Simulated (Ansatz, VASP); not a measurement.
# One calculation of Al2Cu, two programs

```
Al Cu
1.0
     4.23420    0.00000    0.00000
    -2.11710    3.66692    0.00000
     0.00000    0.00000    2.94094
Al Cu
2 1
Cartesian
  2.1171 1.2223 2.2167
  0.0000 2.4446 0.7243
  0.0000 0.0000 0.0000
```

Alike in both runs: task relaxation of cell and atoms; functional PBE; k mesh 12 × 12 × 16; occupations gaussian, width 0.1 eV; no spin polarisation.

```csv
,VASP,Ansatz
version,VASP 6.6.1,Ansatz 0.2.0
potentials or method,"VASP PAW PBE potentials, release 64 (Al, Cu), cutoff 600 eV","scalar-relativistic, plane waves, PAW"
valence electrons in the cell,17,25
```

VASP gave:

- gap on the k mesh at the Fermi level, each at its own relaxed structure (eV): none
- relaxed volume (Å³/atom): 15.33
- relaxed cell length with the largest relative difference (Å): 4.198

Problem. Which values does Ansatz return?

Solution. gap on the k mesh at the Fermi level, each at its own relaxed structure (eV): none; relaxed volume (Å³/atom): 15.32; relaxed cell length with the largest relative difference (Å): 4.196.

A gap of «none» marks a metal or a gap that the smearing closes. VASP's potentials hold 17 valence electrons a cell and Ansatz's 25, so a difference there can come from the potentials and not from the codes.
